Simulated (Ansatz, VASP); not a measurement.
**One calculation of SrCl2, two programs**

```
Sr Cl
1.0
     0.00000    3.76434    3.62492
     3.76434    0.00000    3.62492
     3.76434    3.76434    0.00000
Sr Cl
1 2
Cartesian
  0.0000 0.0000 0.0000
  1.8822 1.8822 1.8125
  5.6465 5.6465 5.4374
```

Change from the starting cell: strain +0.080 along x and y, +0.040 along z, atoms carried along.

Alike in both runs: task single point; functional LDA; k mesh 6 × 6 × 6; occupations gaussian, width 0.05 eV; no spin polarisation.

```csv
,VASP,Ansatz
version,VASP 6.6.1,Ansatz 0.2.0
potentials or method,"VASP PAW LDA potentials, release 64 (Sr_sv, Cl), cutoff 520 eV","scalar-relativistic, plane waves, PAW"
valence electrons in the cell,24,24
```

```csv
,VASP,Ansatz,Ansatz less VASP
gap on the k mesh at the Fermi level (eV),4.07,4.06,-0.009
least direct gap on the mesh (eV),4.31,4.30,-0.011
pressure (GPa),-6.4,-6.4,-0.03
"traceless stress, the component that is largest in VASP (GPa)",0.94,0.94,+0.003
```

LDA's correlation is that of Perdew and Zunger in VASP and of Perdew and Wang (1992) in Ansatz.
